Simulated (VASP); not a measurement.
# NbAs (I4_1md) in VASP: single point with r2SCAN

Aim: the single point of NbAs with r2SCAN.

All numbers are computed with VASP 6.6.1; they aren't measurements. Logs are shortened: lines on timing, memory, paths and dates and some standing lists are left out, and cuts for length are marked.

### Step 1. The cell of the first run

Symmetry: I4_1md, No. 109, tetragonal system. The conventional cell has a = 3.563 Å, b = 3.563 Å, c = 12.057 Å, α = 90.00°, β = 90.00°, γ = 90.00°. Within 3.6 Å of Nb (site symmetry 2mm) lie 6 As at 2.68 to 2.72 Å and 8 Nb at 3.50 to 3.56 Å. As (site symmetry 2mm) has 6 Nb at 2.68 to 2.72 Å and 8 As at 3.50 to 3.56 Å within 3.6 Å.

### Step 2. Single point, r2SCAN

POSCAR reads:

```
NbAs
1.0
   -1.7815606373      1.7815606373      6.0285158743
    1.7815606373     -1.7815606373      6.0285158743
    1.7815606373      1.7815606373     -6.0285158743
Nb As
2 2
Direct
    0.0000000000      0.0000000000      0.0000000000
    0.7500000000      0.2500000000      0.5000000000
    0.4160000000      0.4160000000      0.0000000000
    0.1660000000      0.6660000000      0.5000000000
```

INCAR.step1 reads:

```
SYSTEM = NbAs
PREC     = Accurate       ! precision mode
ENCUT    = 520            ! plane-wave cutoff, eV
ISMEAR   = 1              ! smearing method
SIGMA    = 0.1            ! smearing width, eV
LREAL    = .FALSE.        ! projectors in reciprocal space
LASPH    = .TRUE.         ! aspherical terms in the spheres
NELM     = 60             ! most SCF steps
NBANDS   = 26             ! bands
GGA      = PE             ! functional
ALGO     = Normal         ! electronic algorithm
EDIFF    = 1E-4           ! SCF threshold, eV
LWAVE    = .TRUE.         ! write WAVECAR
LCHARG   = .FALSE.        ! write CHGCAR
```

INCAR.step2 reads:

```
SYSTEM = NbAs
PREC     = Accurate       ! precision mode
ENCUT    = 520            ! plane-wave cutoff, eV
EDIFF    = 1E-6           ! SCF threshold, eV
ISMEAR   = 1              ! smearing method
SIGMA    = 0.1            ! smearing width, eV
LREAL    = .FALSE.        ! projectors in reciprocal space
LASPH    = .TRUE.         ! aspherical terms in the spheres
NELM     = 60             ! most SCF steps
ALGO     = Normal         ! electronic algorithm
ISIF     = 2              ! what is computed and relaxed
LWAVE    = .FALSE.        ! write WAVECAR
LCHARG   = .FALSE.        ! write CHGCAR
METAGGA  = R2SCAN         ! meta-GGA
LMIXTAU  = .TRUE.       
NBANDS   = 26             ! bands
ISTART   = 1
```

KPOINTS reads:

```
Automatic mesh
0
G
  11 11 11
  0 0 0
```

Potentials or basis: VASP PAW PBE potentials, release 64 (Nb_sv, As).

Started as:

```sh
cat potpaw_PBE.64/Nb_sv/POTCAR potpaw_PBE.64/As/POTCAR > POTCAR
cp INCAR.step1 INCAR
mpirun -np 1 vasp_std > vasp.out
cp INCAR.step2 INCAR
mpirun -np 1 vasp_std > vasp.out
```

OUTCAR:

```text
SYSTEM = NbAs
   PREC = Accurate
   ENCUT = 520
   EDIFF = 1E-6
   ISMEAR = 1
   LREAL = .FALSE.
   LASPH = .TRUE.
   NELM = 60
   ISIF = 2
   METAGGA = R2SCAN
   ISTART = 1

 ion  position               nearest neighbor table
   1  0.000  0.000  0.000-   4 2.68   4 2.68   3 2.72   3 2.72   3 2.72   3 2.72
   2  0.750  0.250  0.500-   3 2.68   3 2.68   4 2.72   4 2.72   4 2.72   4 2.72
   3  0.416  0.416  0.000-   2 2.68   2 2.68   1 2.72   1 2.72   1 2.72   1 2.72
   4  0.166  0.666  0.500-   1 2.68   1 2.68   2 2.72   2 2.72   2 2.72   2 2.72

  LATTYP: Found a body centered tetragonal cell.
 ALAT       =     3.5631212746
 C/A-ratio  =     3.3838398470

  Lattice vectors:

 A1 = (  -1.7815606373,   1.7815606373,   6.0285158743)
 A2 = (   1.7815606373,  -1.7815606373,   6.0285158743)
 A3 = (   1.7815606373,   1.7815606373,  -6.0285158743)

Analysis of symmetry for initial positions (statically):
=====================================================================
 Subroutine PRICEL returns:
 Original cell was already a primitive cell.

 Routine SETGRP: Setting up the symmetry group for a
 body centered tetragonal supercell.

 Subroutine GETGRP returns: Found  8 space group operations
 (whereof  4 operations were pure point group operations)
 out of a pool of 16 trial point group operations.

The static configuration has the point symmetry C_2v.
 The point group associated with its full space group is C_4v.

Analysis of symmetry for dynamics (positions and initial velocities):
=====================================================================
 Subroutine PRICEL returns:
 Original cell was already a primitive cell.

 Routine SETGRP: Setting up the symmetry group for a
 body centered tetragonal supercell.

 Subroutine GETGRP returns: Found  8 space group operations
 (whereof  4 operations were pure point group operations)
 out of a pool of 16 trial point group operations.

The dynamic configuration has the point symmetry C_2v.
 The point group associated with its full space group is C_4v.

 Subroutine INISYM returns: Found  8 space group operations
 (whereof  4 operations are pure point group operations),
 and found     1 'primitive' translations

----------------------------------------------------------------------------------------

                                     Primitive cell

  volume of cell :      76.5370

  direct lattice vectors                    reciprocal lattice vectors
    -1.781560637  1.781560637  6.028515874     0.000000000  0.280652811  0.082939153
     1.781560637 -1.781560637  6.028515874     0.280652811  0.000000000  0.082939153
     1.781560637  1.781560637 -6.028515874     0.280652811  0.280652811  0.000000000

  length of vectors
     6.533828912  6.533828912  6.533828912     0.292651505  0.292651505  0.396903011

  position of ions in fractional coordinates (direct lattice)
     0.000000000  0.000000000  0.000000000
     0.750000000  0.250000000  0.500000000
     0.416000000  0.416000000  0.000000000
     0.166000000  0.666000000  0.500000000

  ion indices of the primitive-cell ions
   primitive index   ion index
                 1           1
                 2           2
                 3           3
                 4           4

----------------------------------------------------------------------------------------

 KPOINTS: Automatic mesh

Automatic generation of k-mesh.
 Grid dimensions read from file:
 generate k-points for:   11   11   11

 Generating k-lattice:

  Cartesian coordinates                     Fractional coordinates (reciprocal lattice)
     0.000000000  0.025513892  0.007539923     0.090909091  0.000000000  0.000000000
     0.025513892  0.000000000  0.007539923     0.000000000  0.090909091  0.000000000
     0.025513892  0.025513892  0.000000000     0.000000000  0.000000000  0.090909091

  Length of vectors
     0.026604682  0.026604682  0.036082092

  Shift w.r.t. Gamma in fractional coordinates (k-lattice)
     0.000000000  0.000000000  0.000000000

 Subroutine IBZKPT returns following result:
 ===========================================

 Found    126 irreducible k-points:

 Following reciprocal coordinates:
            Coordinates               Weight
  0.000000  0.000000  0.000000      1.000000
  0.090909  0.000000  0.000000      8.000000
  0.181818 -0.000000  0.000000      8.000000
  0.272727  0.000000  0.000000      8.000000
  0.363636  0.000000  0.000000      8.000000
  0.454545  0.000000  0.000000      8.000000
[... 16 lines left out ...]
 -0.272727  0.181818 -0.000000     16.000000
 -0.181818  0.181818  0.000000      4.000000
 [... further k-points ...]
   k-points           NKPTS =    126   k-points in BZ     NKDIM =    126   number of bands    NBANDS=     26
   number of dos      NEDOS =    301   number of ions     NIONS =      4
   total plane-waves  NPLWV = 125000
   dimension x,y,z NGX =    50 NGY =   50 NGZ =   50
   dimension x,y,z NGXF=   100 NGYF=  100 NGZF=  100
   ions per type =               2   2
   NGX,Y,Z   is equivalent  to a cutoff of  12.72, 12.72, 12.72 a.u.
   NGXF,Y,Z  is equivalent  to a cutoff of  25.44, 25.44, 25.44 a.u.
 SYSTEM =  NbAs
   PREC   = accura    normal or accurate (medium, high low for compatibility)
   ISTART =      1    job   : 0-new  1-cont  2-samecut
   ICHARG =      0    charge: 1-file 2-atom 10-const
   ISPIN  =      1    spin polarized calculation?
   LNONCOLLINEAR =      F non collinear calculations
   LSORBIT =      F    spin-orbit coupling
   LASPH  =      T    aspherical Exc in radial PAW
   ENCUT  =  520.0 eV  38.22 Ry    6.18 a.u.  12.15 12.15 12.15*2*pi/ulx,y,z
   NELM   =     60;   NELMIN=  2; NELMDL=  0     # of ELM steps
   EDIFF  = 0.1E-05   stopping-criterion for ELM
   LREAL  =      F    real-space projection
   EDIFFG = 0.1E-04   stopping-criterion for IOM
   NSW    =      0    number of steps for IOM
   IBRION =     -1    ionic relax: 0-MD 1-quasi-New 2-CG
   NFREE  =      0    steps in history (QN), initial steepest desc. (CG)
   ISIF   =      2    stress and relaxation
   ISYM   =      2    0-nonsym 1-usesym 2-fastsym
   POTIM  = 0.5000    time-step for ionic-motion
   TEBEG  =    0.0;   TEEND  =   0.0 temperature during run
   PSTRESS=    0.0 pullay stress
   NELECT =      36.0000    total number of electrons
   NUPDOWN=      -1.0000    fix difference up-down
   EMIN   =  10.00;   EMAX   =-10.00  energy-range for DOS
   EFERMI =   0.00;   METHOD = LEGACY
   ISMEAR =     1;   SIGMA  =   0.10  broadening in eV -4-tet -1-fermi 0-gaus
   EFERMI_NEDOS =   21; number of points for ismear=-14 and -15
   IALGO  =     38    algorithm
   IMIX   =      4    mixing-type and parameters
     AMIX     =   0.40;   BMIX     =  1.00
     AMIX_MAG =   1.60;   BMIX_MAG =  1.00
  volume/ion in A,a.u.               =      19.13       129.12
  Fermi-wavevector in a.u.,A,eV,Ry     =   1.273166  2.405935 22.054396  1.620952
  Thomas-Fermi vector in A             =   2.406005
   LORBIT       =      0    0 simple, 1 ext, 2 COOP (PROOUT), +10 PAW based schemes
   METAGGA = R2SCAN    functional components
   LHFCALC =     F    Hartree Fock is set to
   AEXX    =    0.0000 exact exchange contribution
   IVDW    =     0    specifies the selected vdW correction
   LEPSILON=     F    determine dielectric tensor
   LRPA    =     F    only Hartree local field effects (RPA)
 non-spin polarized calculation
 Methfessel and Paxton  Order N= 1 SIGMA  =   0.10
  energy-cutoff  :      520.00
  volume of cell :       76.54
 maximum number of plane-waves:      2087
 NGX is ok and might be reduce to    50
   NGX = 25   NGY = 25   NGZ = 25

 number of electron      35.9999999 magnetization

 Free energy of the ion-electron system (eV)
  ---------------------------------------------------
  ext. energy  EPLUGINS =         0.00000000
  ---------------------------------------------------
  free energy    TOTEN  =       -82.00612798 eV

  energy without entropy =      -82.00586157  energy(sigma->0) =      -82.00603918

 E-fermi :   8.4739     XC(G=0): -12.1324

 val. band max:        8.4679105700   @ k =  -0.0909   0.4545   0.0909
 cond. band min:       8.4797445754   @ k =  -0.0909  -0.4545   0.0909
 fundamental gap:      0.0118340053
 Fermi energy:         8.4738667147

 k-point     1 :       0.0000    0.0000    0.0000
  band No.  band energies     occupation
      1     -48.7943      2.00000
      2     -48.7745      2.00000
      3     -24.2037      2.00000
      4     -24.1601      2.00000
      5     -24.1601      2.00000
      6     -24.0204      2.00000
[... 18 lines left out ...]
     25      12.1370      0.00000
     26      12.1371      0.00000

 k-point     2 :       0.0909    0.0000    0.0000
  band No.  band energies     occupation
      1     -48.7933      2.00000
      2     -48.7742      2.00000
      3     -24.2007      2.00000
      4     -24.1703      2.00000
      5     -24.1590      2.00000
      6     -24.0319      2.00000
[... 18 lines left out ...]
     25      12.2413      0.00000
     26      12.4341      0.00000

 k-point     3 :       0.1818   -0.0000    0.0000
  band No.  band energies     occupation
      1     -48.7908      2.00000
      2     -48.7733      2.00000
      3     -24.2128      2.00000
      4     -24.1774      2.00000
      5     -24.1561      2.00000
      6     -24.0612      2.00000
[... 18 lines left out ...]
     25      12.4537      0.00000
     26      13.1041      0.00000

 k-point     4 :       0.2727    0.0000    0.0000
  band No.  band energies     occupation
      1     -48.7872      2.00000
      2     -48.7724      2.00000
      3     -24.2525      2.00000
      4     -24.1630      2.00000
      5     -24.1523      2.00000
      6     -24.0960      2.00000
[... 18 lines left out ...]
     25      12.4779      0.00000
     26      13.7542      0.00000

 k-point     5 :       0.3636    0.0000    0.0000
  band No.  band energies     occupation
      1     -48.7838      2.00000
      2     -48.7717      2.00000
      3     -24.2907      2.00000
      4     -24.1579      2.00000
      5     -24.1488      2.00000
      6     -24.1143      2.00000
[... 18 lines left out ...]
     25      12.5374      0.00000
     26      14.0902      0.00000

 k-point     6 :       0.4545    0.0000    0.0000
  band No.  band energies     occupation
      1     -48.7815      2.00000
      2     -48.7715      2.00000
      3     -24.3135      2.00000
      4     -24.1684      2.00000
      5     -24.1467      2.00000
      6     -24.1088      2.00000
[... 427 lines left out ...]
 k-point    21 :      -0.4545    0.1818    0.0000
  band No.  band energies     occupation
      1     -48.7788      2.00000
      2     -48.7696      2.00000
      3     -24.3060      2.00000
      4     -24.1924      2.00000
      5     -24.1574      2.00000
      6     -24.1032      2.00000
[... 18 lines left out ...]
     25      12.3103      0.00000
     26      14.0191      0.00000

 k-point    22 :      -0.3636    0.1818   -0.0000
  band No.  band energies     occupation
      1     -48.7813      2.00000
      2     -48.7695      2.00000
      3     -24.2834      2.00000
      4     -24.1947      2.00000
      5     -24.1464      2.00000
      6     -24.1121      2.00000
[... 18 lines left out ...]
     25      12.3476      0.00000
     26      13.9436      0.00000

 k-point    23 :      -0.2727    0.1818   -0.0000
  band No.  band energies     occupation
      1     -48.7847      2.00000
      2     -48.7702      2.00000
      3     -24.2459      2.00000
      4     -24.1997      2.00000
      5     -24.1514      2.00000
      6     -24.0924      2.00000
[... 18 lines left out ...]
     25      12.2787      0.00000
     26      13.5900      0.00000

 k-point    24 :      -0.1818    0.1818    0.0000
  band No.  band energies     occupation
      1     -48.7880      2.00000
      2     -48.7714      2.00000
      3     -24.2090      2.00000
      4     -24.2024      2.00000
      5     -24.1632      2.00000
      6     -24.0607      2.00000
[... 18 lines left out ...]
     25      11.8824      0.00000
     26      13.2779      0.00000

 [... further k-points ...]

------------------------ aborting loop because EDIFF is reached ----------------------------------------

  FORCE on cell =-STRESS in cart. coord.  units (eV):
  Direction    XX          YY          ZZ          XY          YZ          ZX
  --------------------------------------------------------------------------------------
  -------------------------------------------------------------------------------------
  Total       -6.3070439     -6.3070439     -4.8840565      0.0000000      0.0000000      0.0000000
  in kB     -132.0276268   -132.0276268   -102.2397189      0.0000000      0.0000000      0.0000000
  external PRESSURE =    -122.0983242 kB  Pullay stress =       0.0000000 kB

 VOLUME and BASIS-vectors are now :
 -----------------------------------------------------------------------------
  energy-cutoff  :      520.00
  volume of cell :       76.54
      direct lattice vectors                 reciprocal lattice vectors
    -1.781560637  1.781560637  6.028515874     0.000000000  0.280652811  0.082939153
     1.781560637 -1.781560637  6.028515874     0.280652811  0.000000000  0.082939153
     1.781560637  1.781560637 -6.028515874     0.280652811  0.280652811  0.000000000

 POSITION                                       TOTAL-FORCE (eV/Angst)
 -----------------------------------------------------------------------------------
      0.00000      0.00000      0.00000        -0.000000      0.000000     -0.173313
      0.00000      1.78156      3.01426         0.000000     -0.000000     -0.173313
      0.00000      0.00000      5.01573         0.000000      0.000000      0.173313
      1.78156      0.00000      2.00147         0.000000      0.000000      0.173313
 -----------------------------------------------------------------------------------
    total drift:                                0.000000      0.000000     -0.000621

  FREE ENERGIE OF THE ION-ELECTRON SYSTEM (eV)
  ---------------------------------------------------
  free  energy   TOTEN  =       -82.0061279818 eV

  energy  without entropy=      -82.0058615679  energy(sigma->0) =      -82.00603918
```

Wall time 36 min (1 thread of Intel Xeon Platinum 8259CL at 2.50GHz (Skylake/Cascade Lake), shared host); peak memory 0.52 GiB.

Results:

| Item | Value |
| --- | --- |
| Free energy | -82.0061 eV |
| Pressure | -12.2 GPa |
| Largest force | 0.173 eV/Å |
| Band gap on the k mesh | zero (bands 18 and 19 overlap by 0.03 eV) |

Forces in eV/Å, atoms in the order of the input:
```
Nb   0.000  0.000 -0.173
Nb   0.000  0.000 -0.173
As   0.000  0.000  0.173
As   0.000  0.000  0.173
```

Levels at points of the mesh, in eV from the Fermi level:
```
           k point  band 15  band 16  band 17  band 18  band 19  band 20  band 21  band 22
(0.00, 0.00, 0.00)    -1.86    -1.54    -1.46    -1.46     0.65     1.17     2.22     2.71
```

Caveat: the cell stands under tension; the PAW data sets were made with another functional, which shifts forces and pressure a little.
